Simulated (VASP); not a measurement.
A run of VASP 6.6.1 is set up as follows.

INCAR

```
SYSTEM = SiC
ALGO = Normal ; EDIFF = 1E-6
ENCUT = 600 ; GGA = PE
GGA_COMPAT = .False. ; ISIF = 2
ISMEAR = 0 ; LASPH = .True.
LCHARG = .False. ; LREAL = .False.
LWAVE = .False. ; NBANDS = 11
NELM = 120 ; PREC = Accurate
SIGMA = 0.01
```

KPOINTS

```
k-points
0
Gamma
  3 3 3
  0 0 0
```

File POSCAR:

```
SiC
1.0
    0.0000000000      2.1790000000      2.1790000000
    2.1790000000      0.0000000000      2.1790000000
    2.1790000000      2.1790000000      0.0000000000
Si C
1 1
Direct
    0.0000000000      0.0000000000      0.0000000000
    0.2500000000      0.2500000000      0.2500000000
```

Potentials or basis: VASP PAW PBE potentials, release 64 (Si, C).

The run is started by

```bash
$ cat potpaw_PBE.64/Si/POTCAR potpaw_PBE.64/C/POTCAR > POTCAR
$ mpirun -np 1 vasp_std > vasp.out
```

(1) Estimate the pressure.

(2) What does it give for the band gap on the k mesh?

## Answers

(1) 4.7 GPa.

(2) 2.50 eV, indirect (least direct gap 5.15 eV).

Caveat: the k points lie up to 0.83 Å⁻¹ apart.
